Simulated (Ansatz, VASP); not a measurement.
**Two plane-wave programs on KCl**

The input INCAR:

```
  PREC = Accurate
  ENCUT = 500
  EDIFF = 1E-6
  ISMEAR = 0
  SIGMA = 0.1
  LREAL = F
  LASPH = T
  NELM = 120
  ALGO = Normal
  ISIF = 2
  LWAVE = F
  LCHARG = F
  GGA = PS
  NBANDS = 15
  GGA_COMPAT = F
```

KPOINTS

```
Automatic mesh
0
Gamma
  6 6 6
```

Contents of POSCAR:

```
KCl
1.0
    3.8391960000      0.0000000000      0.0000000000
    0.0000000000      3.8391960000      0.0000000000
    0.0000000000      0.0000000000      3.8391960000
K Cl
1 1
Direct
    0.0000000000      0.0000000000      0.0000000000
    0.5000000000      0.5000000000      0.5000000000
```

Input for Ansatz:

```yaml
crystal:
  lattice:
    - [3.839196, 0.0, 0.0]
    - [0.0, 3.839196, 0.0]
    - [0.0, 0.0, 3.839196]
  atoms:
    - { symbol: K, position: [0.0, 0.0, 0.0] }
    - { symbol: Cl, position: [0.5, 0.5, 0.5] }
basis:
  ecutwfc: 420
kpoints:
  mp_grid: { grid: [6, 6, 6] }
hamiltonian:
  xc: pbesol
scf:
  occupations: { method: gaussian, width: 0.1 }
output:
  forces: true
  stress: true
  eigenvalues: true
```

Alike in both runs: task single point; functional PBEsol; k mesh 6 × 6 × 6; occupations gaussian, width 0.1 eV; no spin polarisation.

```csv
,VASP,Ansatz
version,VASP 6.6.1,Ansatz 0.2.0
potentials or method,"VASP PAW PBE potentials, release 64 (K_sv, Cl), cutoff 500 eV","scalar-relativistic, plane waves, PAW"
valence electrons in the cell,16,16
```

```csv
,VASP,Ansatz,Ansatz less VASP
gap on the k mesh at the Fermi level (eV),4.62,4.62,+0.004
least direct gap on the mesh (eV),4.83,4.83,+0.003
pressure (GPa),-1.4,-1.4,-0.01
```

VASP's potentials were made for PBE, not for PBEsol. The functional is the same, so the differences come from potentials, cutoffs and numerics.
